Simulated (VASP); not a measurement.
# GaN (P6_3mc) in VASP: notebook, part 2 of 2

VASP 6.6.1. Earlier steps stand in the parts before.

## (5) Single point, r2SCAN (strain +2.5%)

Contents of POSCAR:

```
GaN
1.0
    3.2627280962      0.0000000000      0.0000000000
   -1.6313640481      2.8256054170      0.0000000000
    0.0000000000      0.0000000000      5.3132157581
Ga N
2 2
Direct
    0.3333333333      0.6666666667     -0.0009931565
    0.6666666667      0.3333333333      0.4990068435
    0.3333333333      0.6666666667      0.3759931565
    0.6666666667      0.3333333333      0.8759931565
```

Contents of INCAR.step1:

```
SYSTEM = GaN
PREC     = Accurate       ! precision mode
ENCUT    = 520            ! plane-wave cutoff, eV
ISMEAR   = 0              ! smearing method
SIGMA    = 0.01           ! smearing width, eV
LREAL    = .FALSE.        ! projectors in reciprocal space
LASPH    = .TRUE.         ! aspherical terms in the spheres
NELM     = 100            ! most SCF steps
NBANDS   = 26             ! bands
GGA      = PE             ! functional
ALGO     = Normal         ! electronic algorithm
EDIFF    = 1E-4           ! SCF threshold, eV
LWAVE    = .TRUE.         ! write WAVECAR
LCHARG   = .FALSE.        ! write CHGCAR
```

Contents of INCAR.step2:

```
SYSTEM = GaN
PREC     = Accurate       ! precision mode
ENCUT    = 520            ! plane-wave cutoff, eV
EDIFF    = 1E-6           ! SCF threshold, eV
ISMEAR   = 0              ! smearing method
SIGMA    = 0.01           ! smearing width, eV
LREAL    = .FALSE.        ! projectors in reciprocal space
LASPH    = .TRUE.         ! aspherical terms in the spheres
NELM     = 100            ! most SCF steps
ALGO     = Normal         ! electronic algorithm
ISIF     = 2              ! what is computed and relaxed
LWAVE    = .FALSE.        ! write WAVECAR
LCHARG   = .TRUE.         ! write CHGCAR
METAGGA  = R2SCAN         ! meta-GGA
LMIXTAU  = .TRUE.       
LELF     = .TRUE.         ! ELF
LVHAR    = .TRUE.       
NBANDS   = 26             ! bands
ISTART   = 1
```

Contents of KPOINTS:

```
Automatic mesh
0
G
  12 12 6
  0 0 0
```

Potentials or basis: VASP PAW PBE potentials, release 64 (Ga_d, N).

Launch:

```
> cat potpaw_PBE.64/Ga_d/POTCAR potpaw_PBE.64/N/POTCAR > POTCAR
> cp INCAR.step1 INCAR
> mpirun -np 1 vasp_std > vasp.out
> cp INCAR.step2 INCAR
> mpirun -np 1 vasp_std > vasp.out
```

OUTCAR:

```text
SYSTEM = GaN
   PREC = Accurate
   ENCUT = 520
   EDIFF = 1E-6
   ISMEAR = 0
   LREAL = .FALSE.
   LASPH = .TRUE.
   NELM = 100
   ISIF = 2
   METAGGA = R2SCAN
   ISTART = 1

 ion  position               nearest neighbor table
   1  0.333  0.667  0.999-   4 1.99   4 1.99   4 1.99   3 2.00
   2  0.667  0.333  0.499-   3 1.99   3 1.99   3 1.99   4 2.00
   3  0.333  0.667  0.376-   2 1.99   2 1.99   2 1.99   1 2.00
   4  0.667  0.333  0.876-   1 1.99   1 1.99   1 1.99   2 2.00

  LATTYP: Found a hexagonal cell.
 ALAT       =     3.2627280962
 C/A-ratio  =     1.6284580270

  Lattice vectors:

 A1 = (   3.2627280962,   0.0000000000,   0.0000000000)
 A2 = (  -1.6313640481,   2.8256054170,   0.0000000000)
 A3 = (   0.0000000000,   0.0000000000,   5.3132157581)

Analysis of symmetry for initial positions (statically):
=====================================================================
 Subroutine PRICEL returns:
 Original cell was already a primitive cell.

 Routine SETGRP: Setting up the symmetry group for a
 hexagonal supercell.

 Subroutine GETGRP returns: Found 12 space group operations
 (whereof  6 operations were pure point group operations)
 out of a pool of 24 trial point group operations.

The static configuration has the point symmetry C_3v.
 The point group associated with its full space group is C_6v.

Analysis of symmetry for dynamics (positions and initial velocities):
=====================================================================
 Subroutine PRICEL returns:
 Original cell was already a primitive cell.

 Routine SETGRP: Setting up the symmetry group for a
 hexagonal supercell.

 Subroutine GETGRP returns: Found 12 space group operations
 (whereof  6 operations were pure point group operations)
 out of a pool of 24 trial point group operations.

The dynamic configuration has the point symmetry C_3v.
 The point group associated with its full space group is C_6v.

 Subroutine INISYM returns: Found 12 space group operations
 (whereof  6 operations are pure point group operations),
[... 119 lines left out ...]
     AMIX     =   0.40;   BMIX     =  1.00
     AMIX_MAG =   1.60;   BMIX_MAG =  1.00
  volume/ion in A,a.u.               =      12.25        82.64
  Fermi-wavevector in a.u.,A,eV,Ry     =   1.477381  2.791844 29.696801  2.182653
  Thomas-Fermi vector in A             =   2.591792
   LORBIT       =      0    0 simple, 1 ext, 2 COOP (PROOUT), +10 PAW based schemes
   METAGGA = R2SCAN    functional components
   LHFCALC =     F    Hartree Fock is set to
   AEXX    =    0.0000 exact exchange contribution
   IVDW    =     0    specifies the selected vdW correction
   LEPSILON=     F    determine dielectric tensor
   LRPA    =     F    only Hartree local field effects (RPA)
 non-spin polarized calculation
 Gauss-broadening in eV      SIGMA  =   0.01
  energy-cutoff  :      520.00
  volume of cell :       48.98
 maximum number of plane-waves:      1350
   NGX = 13   NGY = 13   NGZ = 19

 number of electron      36.0000003 magnetization

 Free energy of the ion-electron system (eV)
  ---------------------------------------------------
  ext. energy  EPLUGINS =         0.00000000
  ---------------------------------------------------
  free energy    TOTEN  =       -43.70024087 eV

  energy without entropy =      -43.70024087  energy(sigma->0) =      -43.70024087

 E-fermi :   4.3664     XC(G=0): -12.2326

 val. band max:        4.3250377151   @ k =   0.0000   0.0000   0.0000
 cond. band min:       6.1567394611   @ k =   0.0000   0.0000   0.0000
 fundamental gap:      1.8317017460
 Fermi energy:         4.3664211325

 k-point     1 :       0.0000    0.0000    0.0000
  band No.  band energies     occupation
      1     -11.8725      2.00000
      2     -11.0955      2.00000
      3      -9.4738      2.00000
      4      -9.4605      2.00000
      5      -9.4605      2.00000
      6      -9.4064      2.00000
[... 685 lines left out ...]
     25      15.9790      0.00000
     26      17.6223      0.00000

 [... further k-points ...]

------------------------ aborting loop because EDIFF is reached ----------------------------------------

  FORCE on cell =-STRESS in cart. coord.  units (eV):
  Direction    XX          YY          ZZ          XY          YZ          ZX
  --------------------------------------------------------------------------------------
  -------------------------------------------------------------------------------------
  Total       -3.5553580     -3.5553580     -3.5120317     -0.0000000      0.0000000      0.0000000
  in kB     -116.2904537   -116.2904537   -114.8733159     -0.0000000      0.0000000      0.0000000
  external PRESSURE =    -115.8180744 kB  Pullay stress =       0.0000000 kB

 VOLUME and BASIS-vectors are now :
 -----------------------------------------------------------------------------
  energy-cutoff  :      520.00
  volume of cell :       48.98
      direct lattice vectors                 reciprocal lattice vectors
     3.262728096  0.000000000  0.000000000     0.306491982  0.176953228  0.000000000
    -1.631364048  2.825605417  0.000000000     0.000000000  0.353906456  0.000000000
     0.000000000  0.000000000  5.313215758     0.000000000  0.000000000  0.188209936

 POSITION                                       TOTAL-FORCE (eV/Angst)
 -----------------------------------------------------------------------------------
     -0.00000      1.88374      5.30794        -0.000000      0.000000      0.004117
      1.63136      0.94187      2.65133         0.000000     -0.000000      0.004117
     -0.00000      1.88374      1.99773        -0.000000      0.000000     -0.004117
      1.63136      0.94187      4.65434         0.000000      0.000000     -0.004117
 -----------------------------------------------------------------------------------
    total drift:                                0.000002      0.000003      0.004053

  FREE ENERGIE OF THE ION-ELECTRON SYSTEM (eV)
  ---------------------------------------------------
  free  energy   TOTEN  =       -43.7002408671 eV

  energy  without entropy=      -43.7002408671  energy(sigma->0) =      -43.70024087
```

OSZICAR.step1:

```text
N       E                     dE             d eps       ncg     rms          rms(c)
DAV:   1     0.281160795839E+03    0.28116E+03   -0.17615E+04  4278   0.254E+03
DAV:   2     0.925110801623E+01   -0.27191E+03   -0.25647E+03  4288   0.491E+02
DAV:   3    -0.267675793757E+02   -0.36019E+02   -0.35482E+02  4642   0.143E+02
DAV:   4    -0.280684809752E+02   -0.13009E+01   -0.12941E+01  4738   0.292E+01
DAV:   5    -0.280975088423E+02   -0.29028E-01   -0.28989E-01  4740   0.421E+00    0.106E+01
DAV:   6    -0.242304875544E+02    0.38670E+01   -0.10160E+01  6540   0.465E+01    0.311E+00
DAV:   7    -0.243084372438E+02   -0.77950E-01   -0.12501E+00  4146   0.905E+00    0.264E+00
DAV:   8    -0.243040326070E+02    0.44046E-02   -0.17066E-01  6514   0.450E+00    0.922E-01
DAV:   9    -0.242895601455E+02    0.14472E-01   -0.41154E-02  6024   0.326E+00    0.426E-01
DAV:  10    -0.242900000902E+02   -0.43994E-03   -0.71842E-03  4166   0.488E-01    0.110E-01
DAV:  11    -0.242900087139E+02   -0.86237E-05   -0.14346E-04  3676   0.238E-01
   1 F= -.24290009E+02 E0= -.24290009E+02  d E =-.693451E-34
```

It took 6.9 min on 1 thread of AMD EPYC 7R43 (Zen 3), shared host; peak memory 0.18 GiB.

Results:

```
Free energy            : -43.7002 eV
Pressure               : -11.6 GPa
Largest force          : 0.004 eV/Å
Band gap on the k mesh : 1.83 eV
```

Forces in eV/Å, atoms in the order of the input:
```
Ga   0.000  0.000  0.004
Ga   0.000  0.000  0.004
N    0.000  0.000 -0.004
N    0.000  0.000 -0.004
```

Stress tensor (GPa, compression positive):
```
-11.63   0.00   0.00
  0.00 -11.63   0.00
  0.00   0.00 -11.49
```

Caveat: the cell differs from its parent crystal (strain +2.5%); the cell stands under tension; the PAW data sets were made with another functional, which shifts forces and pressure a little.

## (6) Overview

```csv
potentials or basis,cell,cutoff (eV),gap on the mesh (eV),pressure (GPa),largest force (eV/Å)
"VASP PAW PBE potentials, release 64 (Ga_d, N_h)","a = 3.183, b = 3.183, c = 5.339 Å, angles 90.0, 90.0, 120.0°, 4 atoms, atomic positions A",910,2.01,-4.5,0.01
"VASP PAW PBE potentials, release 64 (Ga_d, N_h)","a = 3.231, b = 3.231, c = 5.147 Å, angles 90.0, 90.0, 120.0°, 4 atoms, atomic positions B",910,2.16,-3.4,0.01
"VASP PAW PBE potentials, release 64 (Ga_d, N_h)","a = 3.183, b = 3.183, c = 5.184 Å, angles 90.0, 90.0, 120.0°, 4 atoms, atomic positions C",910,2.34,1.0,-
"VASP PAW PBE potentials, release 64 (Ga_d, N)","a = 3.263, b = 3.263, c = 5.313 Å, angles 90.0, 90.0, 120.0°, 4 atoms, atomic positions C",520,1.83,-11.6,-
```

Alike in all rows: task single point; level r2SCAN; no spin polarisation; k mesh 12 × 12 × 6; smearing gaussian 0.01 eV.

Caveats: the PAW data sets were made with another functional, which shifts forces and pressure a little; the cutoff is under 1.25 times the usual one of these potentials, so pressure, stress and relaxed cells hold a basis-set (Pulay) error (at least some runs); the cell stands under tension (at least some runs).

Absolute energies hang on the potentials; compare differences alone.
